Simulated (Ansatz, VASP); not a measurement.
**MgS: VASP beside Ansatz**

INCAR

```
PREC     = Accurate       # precision mode
ENCUT    = 520            # plane-wave cutoff, eV
EDIFF    = 1E-7           # SCF threshold, eV
ISMEAR   = 0              # smearing method
SIGMA    = 0.01           # smearing width, eV
LREAL    = False          # projectors in reciprocal space
LASPH    = True           # aspherical terms in the spheres
NELM     = 60             # most SCF steps
ALGO     = Normal         # electronic algorithm
ISIF     = 2              # what is computed and relaxed
LWAVE    = False          # write WAVECAR
LCHARG   = True           # write CHGCAR
GGA      = PE             # functional
LELF     = True           # ELF
LVHAR    = True         
NBANDS   = 11             # bands
```

Contents of KPOINTS:

```
regular mesh
0
Gamma
  6 6 6
```

File POSCAR:

```
MgS
1.0
    0.0000000000      2.6016500000      2.6016500000
    2.6016500000      0.0000000000      2.6016500000
    2.6016500000      2.6016500000      0.0000000000
Mg S
1 1
Direct
    0.0000000000      0.0000000000      0.0000000000
    0.5000000000      0.5000000000      0.5000000000
```

Input for Ansatz:

```yaml
crystal:
  lattice:
    - [0.0, 2.60165, 2.60165]
    - [2.60165, 0.0, 2.60165]
    - [2.60165, 2.60165, 0.0]
  atoms:
    - { symbol: Mg, position: [0.0, 0.0, 0.0] }
    - { symbol: S, position: [0.5, 0.5, 0.5] }
kpoints:
  mp_grid:
    grid: [6, 6, 6]
    shift: [0.0, 0.0, 0.0]
scf:
  occupations:
    method: fixed
output:
  polarization: {}
```

Alike in both runs: task single point; functional PBE; k mesh 6 × 6 × 6; no spin polarisation.

|  | VASP | Ansatz |
| --- | --- | --- |
| version | VASP 6.6.1 | Ansatz 0.2.0 |
| potentials or method | VASP PAW PBE potentials, release 64 (Mg, S) | plane waves, PAW |
| plane-wave cutoff (eV) | 520 | 420 |
| occupations | gaussian, width 0.01 eV | fixed |
| valence electrons in the cell | 8 | 16 |

VASP gave:

| Item | Value |
| --- | --- |
| gap on the k mesh at the Fermi level (eV) | 2.77 |

Task: Estimate Ansatz's values.

Result: gap on the k mesh at the Fermi level (eV): 2.79.

VASP's potentials hold 8 valence electrons a cell and Ansatz's 16, so a difference there can come from the potentials and not from the codes.
